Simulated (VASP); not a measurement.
Here is a VASP 6.6.1 calculation.

The input INCAR:

```
SYSTEM = Rb3Hg
PREC = Accurate
ENCUT = 520
EDIFF = 1E-6
ISMEAR = 1
SIGMA = 0.1
LREAL = .False.
LASPH = .True.
NELM = 60
ALGO = Normal
ISIF = 2
LWAVE = .False.
LCHARG = .True.
LELF = .True.
LVHAR = .True.
NBANDS = 28
```

KPOINTS

```
regular mesh
0
Gamma
  4 4 4
  0 0 0
```

The input POSCAR:

```
Rb3Hg
1.0
    7.1091230000      0.0000000000      0.0000000000
    3.5545615000      6.1566811166      0.0000000000
    3.5545615000      2.0522270389      5.8045746229
Rb Hg
3 1
Direct
    0.2500000000      0.2500000000      0.2500000000
    0.7500000000      0.7500000000      0.7500000000
    0.5000000000      0.5000000000      0.5000000000
    0.0000000000      0.0000000000      0.0000000000
```

Potentials or basis: VASP PAW LDA potentials, release 64 (Rb_sv, Hg).

Launch:

```sh
$ cat potpaw_LDA.64/Rb_sv/POTCAR potpaw_LDA.64/Hg/POTCAR > POTCAR
$ mpirun -np 1 vasp_std > vasp.out
```

(1) What does it give for the pressure?

(2) What does it give for the band gap on the k mesh?

Results:

(1) -0.8 GPa.

(2) zero (an odd number of electrons rules out a gap without spin polarisation).

Caveat: spin-orbit coupling is left out, which moves the levels of the heavy elements.
